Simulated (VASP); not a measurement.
A run of VASP 6.6.1 is set up as follows.

The input POSCAR:

```
SnTe
1.0
    0.0000000000      3.1508500000      3.1508500000
    3.1508500000      0.0000000000      3.1508500000
    3.1508500000      3.1508500000      0.0000000000
Te Sn
1 1
Direct
    0.5000000000      0.5000000000      0.5000000000
    0.0000000000      0.0000000000      0.0000000000
```

INCAR.step1

```
SYSTEM = SnTe
ALGO     = Normal         ! electronic algorithm
EDIFF    = 1E-5           ! SCF threshold, eV
ENCUT    = 520            ! plane-wave cutoff, eV
GGA      = PE             ! functional
ISIF     = 2              ! what is computed and relaxed
ISMEAR   = -1             ! smearing method
LASPH    = .True.         ! aspherical terms in the spheres
LCHARG   = .False.        ! write CHGCAR
LREAL    = .False.        ! projectors in reciprocal space
LWAVE    = .True.         ! write WAVECAR
NBANDS   = 17             ! bands
NELM     = 100            ! most SCF steps
PREC     = Accurate       ! precision mode
SIGMA    = 0.05           ! smearing width, eV
```

File INCAR.step2:

```
SYSTEM = SnTe
AEXX     = 0.2            ! exact-exchange fraction
ALGO     = Normal         ! electronic algorithm
EDIFF    = 1E-6           ! SCF threshold, eV
ENCUT    = 520            ! plane-wave cutoff, eV
GGA      = PE             ! functional
HFSCREEN = 0.2            ! screening, 1/A
ISIF     = 2              ! what is computed and relaxed
ISMEAR   = -1             ! smearing method
ISTART   = 1            
LASPH    = .True.         ! aspherical terms in the spheres
LCHARG   = .False.        ! write CHGCAR
LHFCALC  = .True.         ! exact exchange
LREAL    = .False.        ! projectors in reciprocal space
LWAVE    = .False.        ! write WAVECAR
NBANDS   = 17             ! bands
NELM     = 100            ! most SCF steps
PREC     = Accurate       ! precision mode
PRECFOCK = Normal       
SIGMA    = 0.05           ! smearing width, eV
```

KPOINTS

```
k-points
0
Gamma
  4 4 4
  0 0 0
```

Potentials or basis: VASP PAW PBE potentials, release 64 (Te, Sn_d).

Launch:

```console
$ cat potpaw_PBE.64/Te/POTCAR potpaw_PBE.64/Sn_d/POTCAR > POTCAR
$ cp INCAR.step1 INCAR
$ mpirun -np 1 vasp_std > vasp.out
$ cp INCAR.step2 INCAR
$ mpirun -np 1 vasp_std > vasp.out
```

(1) What does it give for the pressure?

(2) Predict the band gap on the k mesh.

## Answers

(1) 0.8 GPa.

(2) 0.02 eV.

Caveat: the k points lie up to 0.43 Å⁻¹ apart; the PAW data sets were made with another functional, which shifts forces and pressure a little; spin-orbit coupling is left out, which moves the levels of the heavy elements.
